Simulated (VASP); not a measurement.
# LiF in VASP: a series of runs

The runs below take LiF through G0W0 quasiparticle levels, with PBE.

Everything below comes from runs of VASP 6.6.1. Logs are shortened: lines on timing, memory, paths and dates and some standing lists are left out, and cuts for length are marked.

### 1 The cell of the first run

The structure is cubic, space group Fm-3m (No. 225). Conventional cell: a = 3.990 Å, b = 3.990 Å, c = 3.990 Å, α = 90.00°, β = 90.00°, γ = 90.00°. Li (site symmetry m-3m) has 6 F at 1.99 Å within 2.6 Å. Within 2.6 Å of F (site symmetry m-3m) lie 6 Li at 1.99 Å.

### 2 G0W0 quasiparticle levels, PBE

File POSCAR:

```
LiF
1.0
    0.0000000000      1.9948717406      1.9948717406
    1.9948717406      0.0000000000      1.9948717406
    1.9948717406      1.9948717406      0.0000000000
Li F
1 1
Direct
    0.0000000000      0.0000000000      0.0000000000
    0.5000000000      0.5000000000      0.5000000000
```

File INCAR.step1:

```
SYSTEM = LiF
ALGO = Normal
EDIFF = 1E-8
ENCUT = 500
GGA = PE
ISMEAR = 0
LASPH = .True.
LCHARG = .False.
LREAL = .False.
LWAVE = .True.
NELM = 60
PREC = Accurate
SIGMA = 0.01
```

File INCAR.step2:

```
SYSTEM = LiF
ALGO = Exact
EDIFF = 1E-8
ENCUT = 500
GGA = PE
ISMEAR = 0
ISTART = 1
LASPH = .True.
LCHARG = .False.
LOPTICS = .True.
LREAL = .False.
LWAVE = .True.
NBANDS = 70
NELM = 1
PREC = Accurate
SIGMA = 0.01
```

File INCAR.step3:

```
SYSTEM = LiF
ALGO = EVGW0
EDIFF = 1E-8
ENCUT = 500
ENCUTGW = 150.0
GGA = PE
ISMEAR = 0
ISTART = 1
LASPH = .True.
LCHARG = .False.
LREAL = .False.
LWAVE = .False.
NBANDS = 70
NBANDSGW = 12
NELMGW = 1
NOMEGA = 96
OMEGAMAX = 20
PREC = Accurate
PRECFOCK = Fast
SIGMA = 0.01
```

File KPOINTS:

```
k-points
0
Gamma
  6 6 6
  0 0 0
```

Potentials or basis: VASP PAW PBE potentials, release 64 (Li_GW, F_GW).

Started as:

```console
$ cat potpaw_PBE.64/Li_GW/POTCAR potpaw_PBE.64/F_GW/POTCAR > POTCAR
$ cp INCAR.step1 INCAR
$ mpirun -np 1 vasp_std > vasp.out
$ cp INCAR.step2 INCAR
$ mpirun -np 1 vasp_std > vasp.out
$ cp INCAR.step3 INCAR
$ mpirun -np 1 vasp_std > vasp.out
```

OUTCAR:

```text
SYSTEM = LiF
   EDIFF = 1E-8
   ENCUT = 500
   ENCUTGW = 150.0
   GGA = PE
   ISMEAR = 0
   ISTART = 1
   LASPH = .True.
   LREAL = .False.
   NELMGW = 1
   PREC = Accurate
   PRECFOCK = Fast

 ion  position               nearest neighbor table
   1  0.000  0.000  0.000-   2 1.99   2 1.99   2 1.99   2 1.99   2 1.99   2 1.99
   2  0.500  0.500  0.500-   1 1.99   1 1.99   1 1.99   1 1.99   1 1.99   1 1.99

  LATTYP: Found a face centered cubic cell.
 ALAT       =     3.9897434812

  Lattice vectors:

 A1 = (   0.0000000000,   1.9948717406,   1.9948717406)
 A2 = (   1.9948717406,   0.0000000000,   1.9948717406)
 A3 = (   1.9948717406,   1.9948717406,   0.0000000000)

Analysis of symmetry for initial positions (statically):
=====================================================================
 Subroutine PRICEL returns:
 Original cell was already a primitive cell.

 Routine SETGRP: Setting up the symmetry group for a
 face centered cubic supercell.

 Subroutine GETGRP returns: Found 48 space group operations
 (whereof 48 operations were pure point group operations)
 out of a pool of 48 trial point group operations.

The static configuration has the point symmetry O_h .

Analysis of symmetry for dynamics (positions and initial velocities):
=====================================================================
 Subroutine PRICEL returns:
 Original cell was already a primitive cell.

 Routine SETGRP: Setting up the symmetry group for a
 face centered cubic supercell.

 Subroutine GETGRP returns: Found 48 space group operations
 (whereof 48 operations were pure point group operations)
 out of a pool of 48 trial point group operations.

The dynamic configuration has the point symmetry O_h .

 Subroutine INISYM returns: Found 48 space group operations
 (whereof 48 operations are pure point group operations),
 and found     1 'primitive' translations

----------------------------------------------------------------------------------------

                                     Primitive cell

  volume of cell :      15.8772

[... 78 lines left out ...]
   NELM   =     60;   NELMIN=  2; NELMDL=  0     # of ELM steps
   EDIFF  = 0.1E-07   stopping-criterion for ELM
   LREAL  =      F    real-space projection
   EDIFFG = 0.1E-06   stopping-criterion for IOM
   NSW    =      0    number of steps for IOM
   IBRION =     -1    ionic relax: 0-MD 1-quasi-New 2-CG
   NFREE  =      0    steps in history (QN), initial steepest desc. (CG)
   ISIF   =      0    stress and relaxation
   ISYM   =      3    0-nonsym 1-usesym 2-fastsym
   POTIM  = 0.5000    time-step for ionic-motion
   TEBEG  =    0.0;   TEEND  =   0.0 temperature during run
   PSTRESS=    0.0 pullay stress
   NELECT =       8.0000    total number of electrons
   NUPDOWN=      -1.0000    fix difference up-down
   EMIN   =  10.00;   EMAX   =-10.00  energy-range for DOS
   EFERMI =   0.00;   METHOD = LEGACY
   ISMEAR =     0;   SIGMA  =   0.01  broadening in eV -4-tet -1-fermi 0-gaus
   EFERMI_NEDOS =   21; number of points for ismear=-14 and -15
   IALGO  =     38    algorithm
   IMIX   =      4    mixing-type and parameters
     AMIX     =   0.40;   BMIX     =  1.00
     AMIX_MAG =   1.60;   BMIX_MAG =  1.00
  volume/ion in A,a.u.               =       7.94        53.57
  Fermi-wavevector in a.u.,A,eV,Ry     =   1.302706  2.461758 23.089682  1.697044
  Thomas-Fermi vector in A             =   2.433757
   LORBIT       =      0    0 simple, 1 ext, 2 COOP (PROOUT), +10 PAW based schemes
   GGA     = PE    functional components
   LHFCALC =     T    Hartree Fock is set to
   PRECFOCK=fast      Normal, Fast or Accurate (Low or Medium for compatibility)
   ENCUT4O =  -1.0   cutoff for four orbital integrals eV
   NKREDX  =     1    reduce k-point grid by
   NKREDY  =     1    reduce k-point grid by
   NKREDZ  =     1    reduce k-point grid by
   AEXX    =    1.0000 exact exchange contribution
   HFSCREEN=    0.0000 screening length (either q_TF or 0.3 A-1)
   HFSCREENC=   0.0000 screening length for correlation (either q_TF or 0.3 A-1)
   ENCUTFOCK=  -1.0 apply spherical cutoff to Coloumb kernel
   IVDW    =     0    specifies the selected vdW correction
   LEPSILON=     F    determine dielectric tensor
   LRPA    =     F    only Hartree local field effects (RPA)
   LRPAFORCE           =     F    calculate RPA forces
   ENCUTGW             = 150.0    cutoff for response function in eV
   ENCUTGWSOFT         = 120.0    soft cutoff for Coulomb kernel in GW response function in eV
   ENCUTLF             =  -1.0    cutoff for local field effects
   NELMGW              =     1    number of iterations in solving QP/BSE equation
   NELMHF              =     1    number of iterations in the inner HF iteration
   NKREDLFX            =     1    NKREDLFY  =   1   NKREDLFZ  =   1
 non-spin polarized calculation
 Gauss-broadening in eV      SIGMA  =   0.01
  energy-cutoff  :      500.00
  volume of cell :       15.88
 maximum number of plane-waves:       419
 NGX is ok and might be reduce to    24
  NGX = 12; NGY = 12; NGZ = 12
   NGX = 11   NGY = 11   NGZ = 11
 maximum number of plane-waves:        72

 QP shifts <psi_nk| G(iteration)W_0 |psi_nk>: iteration 1
 for sc-GW calculations column KS-energies equals QP-energies in previous step
 and V_xc(KS)=  KS-energies - (<T + V_ion + V_H > + <T+V_H+V_ion>^1  + <V_x>^1)

 k-point   1 :       0.0000    0.0000    0.0000
  band No.  KS-energies  QP-energies   sigma(KS)   V_xc(KS)     V^pw_x(r,r')   Z            occupation Imag(sigma)

      1     -23.2013     -27.2365     -27.6213     -22.2940     -36.5050       0.7575       2.0000       0.9759
      2      -3.0932      -5.7214     -26.1453     -22.9322     -30.7126       0.8179       2.0000       0.0425
      3      -3.0932      -5.7214     -26.1453     -22.9322     -30.7126       0.8179       2.0000       0.0425
      4      -3.0932      -5.7214     -26.1453     -22.9322     -30.7126       0.8179       2.0000       0.0425
      5       6.2174       7.9150      -8.5995     -10.5129      -5.5192       0.8872       0.0000      -0.0469
      6      21.2304      23.7883      -5.5288      -8.5003      -1.5829       0.8608       0.0000      -0.0948
      7      21.2304      23.7883      -5.5288      -8.5003      -1.5829       0.8608       0.0000      -0.0948
      8      21.2304      23.7883      -5.5288      -8.5003      -1.5829       0.8608       0.0000      -0.0948
      9      21.5198      23.2502      -6.4934      -8.4852      -2.6606       0.8687       0.0000      -0.1128
     10      21.5198      23.2502      -6.4934      -8.4852      -2.6606       0.8687       0.0000      -0.1128
     11      21.5198      23.2502      -6.4934      -8.4852      -2.6606       0.8687       0.0000      -0.1128
     12      24.7228      25.5890      -5.6541      -6.7085      -1.0960       0.8215       0.0000      -0.4686
[... 228 lines left out ...]
      1     -22.4322     -26.3486     -28.6466     -23.2947     -37.3995       0.7318       2.0000       0.8132
      2      -5.7678      -8.8536     -22.7228     -18.8958     -27.0733       0.8063       2.0000       0.0474
      3      -4.7267      -7.6642     -24.0136     -20.3926     -28.4477       0.8112       2.0000       0.0450
      4      -3.9802      -6.8099     -25.1286     -21.6534     -29.6570       0.8143       2.0000       0.0439
      5      12.0462      14.5709     -10.6609     -13.5856      -7.4980       0.8632       0.0000      -0.0445
      6      12.5445      14.6506      -8.5824     -10.9915      -5.3104       0.8742       0.0000      -0.0430
      7      14.6235      16.7706      -6.5461      -8.9962      -2.9643       0.8763       0.0000      -0.0459
      8      16.7242      19.0838      -7.6967     -10.4344      -4.0507       0.8619       0.0000      -0.0519
      9      21.2145      23.2862      -6.5463      -8.9848      -2.5417       0.8496       0.0000      -0.1110
     10      29.0295      30.9692      -6.1172      -8.3345      -1.7597       0.8748       0.0000      -0.5128
     11      31.4394      34.4364      -8.2948     -11.4259      -3.8136       0.9572       0.0000      -0.9682
     12      35.5877      38.6591      -8.5081     -11.9130      -3.9142       0.9021       0.0000      -1.0284
```

OUTCAR.step2:

```text
SYSTEM = LiF
   EDIFF = 1E-8
   ENCUT = 500
   GGA = PE
[... 850 lines left out ...]
  --------------------------------------------------------------------------------------------------------------
     0.00000     2.05933     2.05933     2.05933     0.00000    -0.00000     0.00000
     2.17486     2.08081     2.08081     2.08081     0.00000    -0.00000     0.00000
     4.34971     2.15439     2.15439     2.15439     0.00000    -0.00000     0.00000
     6.52457     2.31896     2.31896     2.31896     0.00000    -0.00000     0.00000
     8.69942     2.78461     2.78461     2.78461     0.00000    -0.00000     0.00000
    10.87428     4.38576     4.38576     4.38576     0.00000    -0.00000    -0.00000
[... 92 lines left out ...]
   213.13583     0.98561     0.98561     0.98561    -0.00000    -0.00000     0.00000
   215.31069     0.98593     0.98593     0.98593    -0.00000    -0.00000     0.00000
```

It took 63 s on 1 thread of Intel Xeon 6975P-C (Granite Rapids), shared host; peak memory 0.29 GiB.

Results:

* Quasiparticle gap: 13.64 eV
* Least direct quasiparticle gap: 13.64 eV
* Band gap of the starting levels on the mesh: 9.31 eV
* Least direct gap of the starting levels on the mesh: 9.31 eV

Caveat: the k points lie up to 0.45 Å⁻¹ apart; the cutoff is under 1.25 times the usual one of these potentials, so pressure, stress and relaxed cells hold a basis-set (Pulay) error; bands, screening cutoff and mesh are small and nothing is extrapolated, so the quasiparticle values aren't converged.

### 3 G0W0 quasiparticle levels, PBE

This run uses another cell than the first one, of 8.34 Å³/atom.

File POSCAR:

```
LiF
1.0
    0.0000000000      1.9948717406      2.0946153276
    1.9948717406      0.0000000000      2.0946153276
    1.9948717406      1.9948717406      0.0000000000
Li F
1 1
Direct
    0.0000000000      0.0000000000      0.0000000000
    0.5000000000      0.5000000000      0.5000000000
```

File INCAR.step1:

```
PREC = Accurate ; ENCUT = 500
EDIFF = 1E-8 ; ISMEAR = 0
SIGMA = 0.01 ; LREAL = False
LASPH = True ; NELM = 60
ALGO = Normal ; LWAVE = True
LCHARG = False ; GGA = PE
```

File INCAR.step2:

```
PREC = Accurate ; ENCUT = 500
EDIFF = 1E-8 ; ISMEAR = 0
SIGMA = 0.01 ; LREAL = False
LASPH = True ; NELM = 1
ALGO = Exact ; LWAVE = True
LCHARG = False ; GGA = PE
NBANDS = 73 ; LOPTICS = True
ISTART = 1
```

File INCAR.step3:

```
PREC = Accurate ; ENCUT = 500
EDIFF = 1E-8 ; ISMEAR = 0
SIGMA = 0.01 ; LREAL = False
LASPH = True ; ALGO = EVGW0
LWAVE = False ; LCHARG = False
GGA = PE ; NELMGW = 1
NBANDS = 73 ; ENCUTGW = 150.0
NOMEGA = 96 ; PRECFOCK = Fast
ISTART = 1 ; NBANDSGW = 12
OMEGAMAX = 20
```

File KPOINTS:

```
Automatic mesh
0
Gamma
  6 6 6
```

Potentials or basis: VASP PAW PBE potentials, release 64 (Li_GW, F_GW).

Started as:

```console
$ cat potpaw_PBE.64/Li_GW/POTCAR potpaw_PBE.64/F_GW/POTCAR > POTCAR
$ cp INCAR.step1 INCAR
$ mpirun -np 1 vasp_std > vasp.out
$ cp INCAR.step2 INCAR
$ mpirun -np 1 vasp_std > vasp.out
$ cp INCAR.step3 INCAR
$ mpirun -np 1 vasp_std > vasp.out
```

OUTCAR:

```text
PREC = Accurate
   ENCUT = 500
   EDIFF = 1E-8
   ISMEAR = 0
   LREAL = False
   LASPH = True
   GGA = PE
   NELMGW = 1
   ENCUTGW = 150.0
   PRECFOCK = Fast
   ISTART = 1

 ion  position               nearest neighbor table
   1  0.000  0.000  0.000-   2 1.99   2 1.99   2 1.99   2 1.99   2 2.09   2 2.09
   2  0.500  0.500  0.500-   1 1.99   1 1.99   1 1.99   1 1.99   1 2.09   1 2.09

[... 201 lines left out ...]
      3      -3.3236      -5.9534     -26.0274     -22.8074     -30.5914       0.8167       2.0000       0.0382
      4      -3.2271      -5.8102     -26.0586     -22.8830     -30.6189       0.8134       2.0000       0.0406
      5       5.5774       7.2287      -8.3122     -10.1798      -5.3078       0.8842       0.0000      -0.0364
      6      19.6986      22.0931      -5.0340      -7.8304      -1.2098       0.8563       0.0000      -0.0920
      7      20.5974      22.3302      -6.4144      -8.4121      -2.6619       0.8674       0.0000      -0.1067
      8      20.7758      23.3630      -5.6062      -8.6251      -1.7219       0.8570       0.0000      -0.0957
      9      20.7758      23.3630      -5.6062      -8.6251      -1.7219       0.8570       0.0000      -0.0957
     10      21.0110      22.6628      -6.2692      -8.1853      -2.4846       0.8621       0.0000      -0.1303
     11      21.0110      22.6628      -6.2692      -8.1853      -2.4846       0.8621       0.0000      -0.1303
     12      23.9562      24.8244      -5.4805      -6.5133      -1.0366       0.8405       0.0000      -0.4975
[... 356 lines left out ...]
      1     -22.5956     -26.4671     -28.5180     -23.2153     -37.3125       0.7301       2.0000       0.8733
      2      -5.8364      -8.9294     -22.7376     -18.9188     -27.0733       0.8099       2.0000       0.0465
      3      -4.5085      -7.3768     -24.4796     -20.9401     -28.9499       0.8104       2.0000       0.0410
      4      -4.0977      -6.8776     -24.9781     -21.5583     -29.4848       0.8129       2.0000       0.0400
      5      10.6986      12.9757      -9.6963     -12.3294      -6.5934       0.8648       0.0000      -0.0418
      6      12.3236      14.3272      -8.0092     -10.3115      -4.7451       0.8703       0.0000      -0.0428
      7      14.7025      16.7497      -6.6156      -8.9589      -3.1466       0.8737       0.0000      -0.0463
      8      16.2433      18.7336      -7.3137     -10.2234      -3.7029       0.8559       0.0000      -0.0532
      9      18.3651      20.4430      -6.7875      -9.2446      -2.9761       0.8457       0.0000      -0.0812
     10      29.9678      32.7938      -7.8180     -10.7906      -3.4010       0.9507       0.0000      -0.8862
     11      31.3155      33.5559      -6.8900      -9.4469      -2.5536       0.8762       0.0000      -0.7477
     12      33.6438      36.1613      -6.6437      -9.4920      -2.3006       0.8839       0.0000      -0.8262

 [... further k-points ...]
```

OUTCAR.step2:

```text
PREC = Accurate
   ENCUT = 500
   EDIFF = 1E-8
   ISMEAR = 0
   LREAL = False
[... 1014 lines left out ...]
     0.00000     2.04055     2.04055     2.06375    -0.00000    -0.00000    -0.00000
     2.17356     2.06288     2.06288     2.08783    -0.00000    -0.00000    -0.00000
     4.34712     2.14021     2.14021     2.17165    -0.00000    -0.00000    -0.00000
     6.52068     2.31894     2.31894     2.36816    -0.00000     0.00000    -0.00000
     8.69424     2.96112     2.96112     3.03208    -0.00000     0.00000     0.00000
    10.86780     1.57786     1.57786     1.53428    -0.00000    -0.00000    -0.00000
[... 92 lines left out ...]
   213.00886     0.98630     0.98630     0.98632     0.00000    -0.00000     0.00000
   215.18242     0.98660     0.98660     0.98663     0.00000    -0.00000     0.00000
```

It took 4.2 min on 1 thread of Intel Xeon Platinum 8488C (Sapphire Rapids), shared host; peak memory 0.35 GiB.

Results:

| Property | Result |
| --- | --- |
| Quasiparticle gap | 13.04 eV |
| Least direct quasiparticle gap | 13.04 eV |
| Band gap of the starting levels on the mesh | 8.80 eV |
| Least direct gap of the starting levels on the mesh | 8.80 eV |

Caveat: the k points lie up to 0.45 Å⁻¹ apart; the cutoff is under 1.25 times the usual one of these potentials, so pressure, stress and relaxed cells hold a basis-set (Pulay) error; bands, screening cutoff and mesh are small and nothing is extrapolated, so the quasiparticle values aren't converged.
